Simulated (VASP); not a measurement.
Input of a VASP 6.6.1 run:

File INCAR:

```
PREC = Accurate
ENCUT = 520
EDIFF = 1E-6
ISMEAR = 0
SIGMA = 0.1
LREAL = F
LASPH = T
NELM = 100
ALGO = Fast
ISIF = 2
LWAVE = F
LCHARG = F
GGA = PE
NBANDS = 35
```

KPOINTS

```
Automatic mesh
0
Gamma
  6 6 10
```

POSCAR

```
CaAs2O5
1.0
    6.3355516490      0.0000000000      0.0000000000
   -3.1677758245      5.4867486751      0.0000000000
    0.0000000000      0.0000000000      3.7597010162
Ca As O
1 2 5
Direct
    0.0000000000      0.0000000000      0.0000000000
    0.3333333333      0.6666666667      0.5000000000
    0.6666666667      0.3333333333      0.5000000000
    0.3333333333      0.6666666667      0.0000000000
    0.9905659974      0.4952829987      0.5000000000
    0.5047170013      0.4952829987      0.5000000000
    0.5047170013      0.0094340026      0.5000000000
    0.6666666667      0.3333333333      0.0000000000
```

Potentials or basis: VASP PAW PBE potentials, release 64 (Ca_sv, As, O).

Launch:

```console
$ cat potpaw_PBE.64/Ca_sv/POTCAR potpaw_PBE.64/As/POTCAR potpaw_PBE.64/O/POTCAR > POTCAR
$ mpirun -np 1 vasp_std > vasp.out
```

Question: Predict the band gap on the k mesh.

Answer: Zero (bands 25 and 26 overlap by 2.27 eV).

Question: Estimate the largest force.

Answer: 0.130 eV/Å.

Forces on the atoms (eV/Å):
```
Ca   0.000  0.000  0.000
As   0.000  0.000  0.000
As   0.000  0.000  0.000
O    0.000  0.000  0.000
O    0.112  0.065  0.000
O   -0.112  0.065  0.000
O    0.000 -0.130  0.000
O    0.000  0.000  0.000
```
